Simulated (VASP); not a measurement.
# ZnS (F-43m) in VASP: further runs, part 2 of 2

VASP 6.6.1. Earlier steps stand in the parts before.

## Step 4: Vibrations by perturbation theory, LDA

This run uses another cell than the first one, of 15.37 Å³/atom.

Contents of INCAR:

```
ALGO = Normal ; EDIFF = 1E-8
ENCUT = 520 ; IBRION = 8
ISIF = 2 ; ISMEAR = 0
LASPH = True ; LCHARG = True
LEPSILON = True ; LREAL = False
LWAVE = False ; NELM = 100
NSW = 1 ; PREC = Accurate
SIGMA = 0.01
```

Contents of KPOINTS:

```
k-points
0
Gamma
  10 10 10
```

Contents of POSCAR:

```
ZnS
1.0
    0.0000000000      2.4860651592      2.4860651592
    2.4860651592      0.0000000000      2.4860651592
    2.4860651592      2.4860651592      0.0000000000
Zn S
1 1
Direct
    0.0000000000      0.0000000000      0.0000000000
    0.7500000000      0.7500000000      0.7500000000
```

Potentials or basis: VASP PAW LDA potentials, release 64 (Zn, S).

On the command line:

```sh
$ cat potpaw_LDA.64/Zn/POTCAR potpaw_LDA.64/S/POTCAR > POTCAR
$ mpirun -np 1 vasp_std > vasp.out
```

OUTCAR:

```text
EDIFF = 1E-8
   ENCUT = 520
   IBRION = 8
   ISIF = 2
   ISMEAR = 0
   LASPH = True
   LEPSILON = True
   LREAL = False
   NELM = 100
   NSW = 1
   PREC = Accurate

 ion  position               nearest neighbor table
   1  0.000  0.000  0.000-   2 2.15   2 2.15   2 2.15   2 2.15
   2  0.750  0.750  0.750-   1 2.15   1 2.15   1 2.15   1 2.15

  LATTYP: Found a face centered cubic cell.
 ALAT       =     4.9721303184

  Lattice vectors:

 A1 = (   0.0000000000,   2.4860651592,   2.4860651592)
 A2 = (   2.4860651592,   0.0000000000,   2.4860651592)
 A3 = (   2.4860651592,   2.4860651592,   0.0000000000)

Analysis of symmetry for initial positions (statically):
=====================================================================
 Subroutine PRICEL returns:
 Original cell was already a primitive cell.

 Routine SETGRP: Setting up the symmetry group for a
 face centered cubic supercell.

 Subroutine GETGRP returns: Found 24 space group operations
 (whereof 24 operations were pure point group operations)
 out of a pool of 48 trial point group operations.

The static configuration has the point symmetry T_d .

Analysis of symmetry for dynamics (positions and initial velocities):
=====================================================================
 Subroutine PRICEL returns:
 Original cell was already a primitive cell.

 Routine SETGRP: Setting up the symmetry group for a
 face centered cubic supercell.

 Subroutine GETGRP returns: Found 24 space group operations
 (whereof 24 operations were pure point group operations)
 out of a pool of 48 trial point group operations.

The dynamic configuration has the point symmetry T_d .

 Subroutine INISYM returns: Found 24 space group operations
[... 639 lines left out ...]
  x    -0.00000    -0.00000     0.00000     0.00000     0.57191     0.00000
  y     0.00000    -0.00000    -0.00000     0.00000     0.00000     0.57191
  z     0.00000    -0.00000     0.00000     0.57191     0.00000     0.00000

 BORN EFFECTIVE CHARGES (including local field effects) (in |e|, cummulative output)
 ---------------------------------------------------------------------------------
 ion    1
    1     1.63783     0.00000    -0.00000
    2     0.00000     1.63783    -0.00000
    3     0.00000     0.00000     1.63783
 ion    2
    1    -1.63783    -0.00000     0.00000
    2    -0.00000    -1.63783     0.00000
    3    -0.00000    -0.00000    -1.63783

 INTERNAL STRAIN TENSOR FOR ION    2 for displacements in x,y,z  (eV/Angst):
          X           Y           Z          XY          YZ          ZX
  --------------------------------------------------------------------------------
  x     0.00000     0.00000     0.00000     0.00000    16.34772     0.00000
  y     0.00000     0.00000     0.00000     0.00000     0.00000    16.34772
  z     0.00000     0.00000     0.00000    16.34772     0.00000     0.00000

 SECOND DERIVATIVES (NOT SYMMETRIZED)
 ------------------------------------
               1X          1Y          1Z          2X          2Y          2Z
  1X   -12.468603    0.000000    0.000000   12.468603    0.000000    0.000000
  1Y     0.000000  -12.468603    0.000000    0.000000   12.468603    0.000000
  1Z     0.000000    0.000000  -12.468603    0.000000    0.000000   12.468603
  2X    12.486811    0.000000    0.000000  -12.486811    0.000000    0.000000
  2Y     0.000000   12.486811    0.000000    0.000000  -12.486811    0.000000
  2Z     0.000000    0.000000   12.486811    0.000000    0.000000  -12.486811

 Eigenvectors and eigenvalues of the dynamical matrix
 ----------------------------------------------------

   1 f  =   11.906895 THz    74.813230 2PiTHz  397.171279 cm-1    49.242940 meV
             X         Y         Z           dx          dy          dz
      0.000000  0.000000  0.000000     0.000000    0.573331    0.000000
      3.729098  3.729098  3.729098    -0.000000   -0.819324    0.000000
[... 21 lines left out ...]
   6 f/i=    0.004081 THz     0.025641 2PiTHz    0.136126 cm-1     0.016878 meV
             X         Y         Z           dx          dy          dz
      0.000000  0.000000  0.000000    -0.627656    0.526631    0.000000
      3.729098  3.729098  3.729098    -0.439209    0.368516    0.000000

--------------------------------------------------------------------------------------------------------

 MACROSCOPIC STATIC DIELECTRIC TENSOR IONIC CONTRIBUTION
 ------------------------------------------------------
           1.265907    -0.000000     0.000000
          -0.000000     1.265907     0.000000
           0.000000     0.000000     1.265907
 ------------------------------------------------------

 ELASTIC MODULI CONTR FROM IONIC RELAXATION (kBar)
 Direction    XX          YY          ZZ          XY          YZ          ZX
 --------------------------------------------------------------------------------
 XX          -0.0000     -0.0000     -0.0000     -0.0000      0.0000     -0.0000
 YY          -0.0000     -0.0000     -0.0000     -0.0000     -0.0000      0.0000
 ZZ          -0.0000     -0.0000     -0.0000      0.0000     -0.0000     -0.0000
 XY          -0.0000     -0.0000      0.0000  -1114.8101     -0.0000     -0.0000
 YZ           0.0000     -0.0000     -0.0000     -0.0000  -1114.8101      0.0000
 ZX          -0.0000      0.0000     -0.0000     -0.0000      0.0000  -1114.8101
 --------------------------------------------------------------------------------

 PIEZOELECTRIC TENSOR IONIC CONTR  for field in x, y, z        (C/m^2)
          XX          YY          ZZ          XY          YZ          ZX
  --------------------------------------------------------------------------------
  x     0.00000    -0.00000    -0.00000    -0.00000    -1.11782     0.00000
  y    -0.00000     0.00000    -0.00000    -0.00000     0.00000    -1.11782
  z    -0.00000    -0.00000     0.00000    -1.11782    -0.00000    -0.00000
```

stdout:

```text
POSCAR found type information on POSCAR ZnS
 POSCAR found :  2 types and       2 ions
 scaLAPACK will be used
 LDA part: xc-table for (Slater(with rela. corr.)+CA(PZ))
 , standard interpolation
 POSCAR, INCAR and KPOINTS ok, starting setup
 FFT: planning ... GRIDC
 FFT: planning ... GRID_SOFT
 FFT: planning ... GRID
[... 24 lines left out ...]
 Linear response to external field, progress :
  Direction:   3
 dielectric tensor                  component  3 :     0.853     1.062     6.262
 Linear response DOF=           2
 Linear response progress:
 first order change of Fermi-energy   0.18823E+00
 force on displaced ion       1 direction 1 : -12.469  -0.000  -0.000
 Born effective charge ion    1 direction 1 :   1.636   0.000   0.000
 Linear response progress:
 first order change of Fermi-energy  -0.18810E+00
 force on displaced ion       2 direction 1 : -12.487  -0.000  -0.000
 Born effective charge ion    2 direction 1 :  -1.640   0.000   0.000
 Born effective charges drift removed
 Linear response finished
```

Wall time 13 min (1 thread of Intel Xeon 8259CL, shared host); peak memory 0.31 GiB.

Results:

```yaml
Electronic_dielectric_tensor_diagonal: 6.26
Born_charges_mean_of_the_diagonal: Zn +1.64; S -1.64 e
Highest_phonon_frequency_at_Γ_LO-TO_splitting_left_out: 397 cm⁻¹
```

Phonon frequencies in cm⁻¹ (negative: imaginary):
```tsv
q point	frequencies
(0.000, 0.000, 0.000)	0 0 0 397 397 397
```

Electronic dielectric tensor:
```
6.26 0.00 0.00
0.00 6.26 0.00
0.00 0.00 6.26
```

Born effective charge tensors (e):
atom 1, Zn
```
1.64 0.00 0.00
0.00 1.64 0.00
0.00 0.00 1.64
```
atom 2, S
```
-1.64  0.00  0.00
 0.00 -1.64  0.00
 0.00  0.00 -1.64
```

Caveat: the cell stands under pressure or tension, which shifts response properties.
